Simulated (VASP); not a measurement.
# SiC (R3m) in VASP: single point with PBEsol

Aim: the single point of SiC with PBEsol.

All numbers are computed with VASP 6.6.1; they aren't measurements. Logs are shortened: lines on timing, memory, paths and dates and some standing lists are left out, and cuts for length are marked.

## 1. The cell of the first run

It takes space group R3m (No. 160, trigonal). Conventional cell: a = 3.196 Å, b = 3.196 Å, c = 7.220 Å, α = 90.00°, β = 90.00°, γ = 120.00°. Si (site symmetry 3m) has 4 C at 1.80 to 1.94 Å within 2.4 Å. C (site symmetry 3m) has 4 Si at 1.80 to 1.94 Å within 2.4 Å.

## 2. Single point, PBEsol

Input file INCAR:

```
PREC = Accurate
ENCUT = 520
EDIFF = 1E-7
ISMEAR = 0
SIGMA = 0.02
LREAL = F
LASPH = T
NELM = 80
ALGO = Normal
ISIF = 2
LWAVE = F
LCHARG = T
GGA = PS
LELF = T
LVHAR = T
ISYM = 0
NBANDS = 11
```

Input file KPOINTS:

```
regular mesh
0
Gamma
  9 9 11
```

Input file POSCAR:

```
SiC
1.0
    3.1962448315      0.0000000000      0.0000000000
   -1.5981224157      2.7680292208      0.0000000000
    1.5981224157     -0.9226764069      2.4065246183
Si C
1 1
Direct
    0.0000000000      0.0000000000      0.0000000000
    0.7500000000      0.2500000000      0.7500000000
```

Potentials or basis: VASP PAW PBE potentials, release 64 (Si, C).

Launch:

```bash
$ cat potpaw_PBE.64/Si/POTCAR potpaw_PBE.64/C/POTCAR > POTCAR
$ mpirun -np 1 vasp_std > vasp.out
```

OUTCAR:

```text
PREC = Accurate
   ENCUT = 520
   EDIFF = 1E-7
   ISMEAR = 0
   LREAL = F
   LASPH = T
   NELM = 80
   ISIF = 2
   GGA = PS
   ISYM = 0

 ion  position               nearest neighbor table
   1  0.000  0.000  0.000-   2 1.80   2 1.94   2 1.94   2 1.94
   2  0.750  0.250  0.750-   1 1.80   1 1.94   1 1.94   1 1.94

IMPORTANT INFORMATION: All symmetrisations will be switched off!
NOSYMM: (Re-)initialisation of all symmetry stuff for point group C_1.

----------------------------------------------------------------------------------------

                                     Primitive cell

  volume of cell :      21.2912

  direct lattice vectors                    reciprocal lattice vectors
     3.196244832  0.000000000  0.000000000     0.312867147  0.180633931 -0.138512331
    -1.598122416  2.768029221  0.000000000     0.000000000  0.361267863  0.138512331
     1.598122416 -0.922676407  2.406524618     0.000000000  0.000000000  0.415536992

  length of vectors
     3.196244832  3.196244831  3.032604120     0.386911016  0.386911016  0.415536992

  position of ions in fractional coordinates (direct lattice)
     0.000000000  0.000000000  0.000000000
     0.750000000  0.250000000  0.750000000

  ion indices of the primitive-cell ions
   primitive index   ion index
                 1           1
                 2           2

----------------------------------------------------------------------------------------

 KPOINTS: regular mesh

Automatic generation of k-mesh.
 Grid dimensions read from file:
 generate k-points for:    9    9   11

 Generating k-lattice:

  Cartesian coordinates                     Fractional coordinates (reciprocal lattice)
     0.034763016  0.020070437 -0.015390259     0.111111111  0.000000000 -0.000000000
     0.000000000  0.040140874  0.015390259     0.000000000  0.111111111 -0.000000000
     0.000000000  0.000000000  0.037776090     0.000000000  0.000000000  0.090909091

  Length of vectors
     0.042990113  0.042990113  0.037776090

  Shift w.r.t. Gamma in fractional coordinates (k-lattice)
     0.000000000  0.000000000  0.000000000

 -----------------------------------------------------------------------------
|                                                                             |
|           W    W    AA    RRRRR   N    N  II  N    N   GGGG   !!!           |
|           W    W   A  A   R    R  NN   N  II  NN   N  G    G  !!!           |
|           W    W  A    A  R    R  N N  N  II  N N  N  G       !!!           |
|           W WW W  AAAAAA  RRRRR   N  N N  II  N  N N  G  GGG   !            |
|           WW  WW  A    A  R   R   N   NN  II  N   NN  G    G                |
|           W    W  A    A  R    R  N    N  II  N    N   GGGG   !!!           |
|                                                                             |
|     Your reciprocal lattice and k-lattice belong to different lattice       |
|     classes:                                                                |
|                                                                             |
|        The reciprocal lattice is rhombohedral (trigonal),                   |
|        whereas your k-lattice is base-centered monoclinic.                  |
|                                                                             |
|     Results are often still useful ...                                      |
|                                                                             |
 -----------------------------------------------------------------------------

 WARNING: IBZKPT: internal override: KBLOWUP is changed to .FALSE.
      ... skipping the blow-up phase ...

 Subroutine IBZKPT returns following result:
 ===========================================

 Found    446 irreducible k-points:

 Following reciprocal coordinates:
            Coordinates               Weight
  0.000000  0.000000  0.000000      1.000000
  0.111111  0.000000 -0.000000      2.000000
  0.222222  0.000000  0.000000      2.000000
  0.333333  0.000000  0.000000      2.000000
  0.444444  0.000000  0.000000      2.000000
  0.000000  0.111111 -0.000000      2.000000
[... 16 lines left out ...]
 -0.111111  0.222222 -0.000000      2.000000
  0.000000  0.333333 -0.000000      2.000000
 [... further k-points ...]
   k-points           NKPTS =    446   k-points in BZ     NKDIM =    446   number of bands    NBANDS=     11
   number of dos      NEDOS =    301   number of ions     NIONS =      2
   total plane-waves  NPLWV =  13824
   dimension x,y,z NGX =    24 NGY =   24 NGZ =   24
   dimension x,y,z NGXF=    48 NGYF=   48 NGZF=   48
   ions per type =               1   1
   NGX,Y,Z   is equivalent  to a cutoff of  12.48, 12.48, 13.16 a.u.
   NGXF,Y,Z  is equivalent  to a cutoff of  24.97, 24.97, 26.31 a.u.
 SYSTEM =  unknown system
   PREC   = accura    normal or accurate (medium, high low for compatibility)
   ISTART =      0    job   : 0-new  1-cont  2-samecut
   ICHARG =      2    charge: 1-file 2-atom 10-const
   ISPIN  =      1    spin polarized calculation?
   LNONCOLLINEAR =      F non collinear calculations
   LSORBIT =      F    spin-orbit coupling
   LASPH  =      T    aspherical Exc in radial PAW
   ENCUT  =  520.0 eV  38.22 Ry    6.18 a.u.   5.94  5.94  5.64*2*pi/ulx,y,z
   NELM   =     80;   NELMIN=  2; NELMDL= -5     # of ELM steps
   EDIFF  = 0.1E-06   stopping-criterion for ELM
   LREAL  =      F    real-space projection
   EDIFFG = 0.1E-05   stopping-criterion for IOM
   NSW    =      0    number of steps for IOM
   IBRION =     -1    ionic relax: 0-MD 1-quasi-New 2-CG
   NFREE  =      0    steps in history (QN), initial steepest desc. (CG)
   ISIF   =      2    stress and relaxation
   ISYM   =      0    0-nonsym 1-usesym 2-fastsym
   POTIM  = 0.5000    time-step for ionic-motion
   TEBEG  =    0.0;   TEEND  =   0.0 temperature during run
   PSTRESS=    0.0 pullay stress
   NELECT =       8.0000    total number of electrons
   NUPDOWN=      -1.0000    fix difference up-down
   EMIN   =  10.00;   EMAX   =-10.00  energy-range for DOS
   EFERMI =   0.00;   METHOD = LEGACY
   ISMEAR =     0;   SIGMA  =   0.02  broadening in eV -4-tet -1-fermi 0-gaus
   EFERMI_NEDOS =   21; number of points for ismear=-14 and -15
   IALGO  =     38    algorithm
   IMIX   =      4    mixing-type and parameters
     AMIX     =   0.40;   BMIX     =  1.00
     AMIX_MAG =   1.60;   BMIX_MAG =  1.00
  volume/ion in A,a.u.               =      10.65        71.84
  Fermi-wavevector in a.u.,A,eV,Ry     =   1.181330  2.232390 18.987475  1.395540
  Thomas-Fermi vector in A             =   2.317605
   LORBIT       =      0    0 simple, 1 ext, 2 COOP (PROOUT), +10 PAW based schemes
   GGA     = PS    functional components
   LHFCALC =     F    Hartree Fock is set to
   AEXX    =    0.0000 exact exchange contribution
   IVDW    =     0    specifies the selected vdW correction
   LEPSILON=     F    determine dielectric tensor
   LRPA    =     F    only Hartree local field effects (RPA)
 non-spin polarized calculation
 Gauss-broadening in eV      SIGMA  =   0.02
  energy-cutoff  :      520.00
  volume of cell :       21.29
 maximum number of plane-waves:       585
   NGX = 11   NGY = 11   NGZ = 11

 number of electron       8.0000000 magnetization

 Free energy of the ion-electron system (eV)
  ---------------------------------------------------
  ext. energy  EPLUGINS =         0.00000000
  ---------------------------------------------------
  free energy    TOTEN  =       -15.75039541 eV

  energy without entropy =      -15.75039541  energy(sigma->0) =      -15.75039541

 E-fermi :   8.0533     XC(G=0): -11.3797

 val. band max:        7.9487480210   @ k =   0.0000   0.0000   0.0000
 cond. band min:       9.0058061586   @ k =   0.0000  -0.4444   0.4545
 fundamental gap:      1.0570581376
 Fermi energy:         8.0532567954

 k-point     1 :       0.0000    0.0000    0.0000
  band No.  band energies     occupation
      1      -7.4801      2.00000
      2       7.6097      2.00000
      3       7.6097      2.00000
      4       7.9487      2.00000
      5      12.9384      0.00000
      6      14.2133      0.00000
      7      14.2133      0.00000
      8      16.7709      0.00000
      9      22.0992      0.00000
     10      22.0992      0.00000
     11      23.5909      0.00000

 k-point     2 :       0.1111    0.0000   -0.0000
  band No.  band energies     occupation
      1      -7.2533      2.00000
      2       6.3458      2.00000
      3       7.4881      2.00000
      4       7.7685      2.00000
      5      13.4499      0.00000
      6      14.4873      0.00000
      7      14.6425      0.00000
      8      16.8571      0.00000
      9      20.8700      0.00000
     10      21.3680      0.00000
     11      23.6474      0.00000

 k-point     3 :       0.2222    0.0000    0.0000
  band No.  band energies     occupation
      1      -6.5871      2.00000
      2       3.9115      2.00000
      3       7.2263      2.00000
      4       7.4172      2.00000
      5      13.5393      0.00000
      6      14.8935      0.00000
      7      15.6519      0.00000
      8      17.1277      0.00000
      9      20.0895      0.00000
     10      21.2231      0.00000
     11      22.8307      0.00000
[... 267 lines left out ...]
 k-point    23 :      -0.1111    0.2222   -0.0000
  band No.  band energies     occupation
      1      -6.6307      2.00000
      2       4.7065      2.00000
      3       6.8210      2.00000
      4       7.0758      2.00000
      5      13.5098      0.00000
      6      14.3396      0.00000
      7      15.8278      0.00000
      8      17.2075      0.00000
      9      18.9101      0.00000
     10      22.3497      0.00000
     11      24.4194      0.00000

 k-point    24 :       0.0000    0.3333   -0.0000
  band No.  band energies     occupation
      1      -5.5461      2.00000
      2       1.4595      2.00000
      3       6.9877      2.00000
      4       7.0875      2.00000
      5      13.3029      0.00000
      6      14.7776      0.00000
      7      15.8808      0.00000
      8      17.5058      0.00000
      9      20.9953      0.00000
     10      22.0466      0.00000
     11      23.3568      0.00000

 [... further k-points ...]

------------------------ aborting loop because EDIFF is reached ----------------------------------------

  FORCE on cell =-STRESS in cart. coord.  units (eV):
  Direction    XX          YY          ZZ          XY          YZ          ZX
  --------------------------------------------------------------------------------------
  -------------------------------------------------------------------------------------
  Total       -2.4448851     -2.4448867      3.3734547     -0.0000015     -0.0001449      0.0002509
  in kB     -183.9788991   -183.9790191    253.8542541     -0.0001143     -0.0109036      0.0188805
  external PRESSURE =     -38.0345547 kB  Pullay stress =       0.0000000 kB

 VOLUME and BASIS-vectors are now :
 -----------------------------------------------------------------------------
  energy-cutoff  :      520.00
  volume of cell :       21.29
      direct lattice vectors                 reciprocal lattice vectors
     3.196244832  0.000000000  0.000000000     0.312867147  0.180633931 -0.138512331
    -1.598122416  2.768029221  0.000000000     0.000000000  0.361267863  0.138512331
     1.598122416 -0.922676407  2.406524618     0.000000000  0.000000000  0.415536992

 POSITION                                       TOTAL-FORCE (eV/Angst)
 -----------------------------------------------------------------------------------
      0.00000      0.00000      0.00000         0.000015     -0.000009     -1.015476
      3.19624      0.00000      1.80489        -0.000015      0.000009      1.015476
 -----------------------------------------------------------------------------------
    total drift:                               -0.000000      0.000000      0.000088

  FREE ENERGIE OF THE ION-ELECTRON SYSTEM (eV)
  ---------------------------------------------------
  free  energy   TOTEN  =       -15.7503954062 eV

  energy  without entropy=      -15.7503954062  energy(sigma->0) =      -15.75039541
```

Run time: 2.1 min. Hardware: 1 thread of Intel Xeon 8259CL, shared host; peak memory 0.21 GiB.

Results:

```
Free energy            : -15.7504 eV
Pressure               : -3.8 GPa
Largest force          : 1.015 eV/Å
Band gap on the k mesh : 1.06 eV (least direct gap 3.90 eV)
```

Forces in eV/Å, atoms in the order of the input:
```
Si   0.000  0.000 -1.015
C    0.000  0.000  1.015
```

Caveat: the cell stands under tension; the PAW data sets were made with another functional, which shifts forces and pressure a little; an odd mesh through Γ misses points on the zone boundary, where band edges can lie.
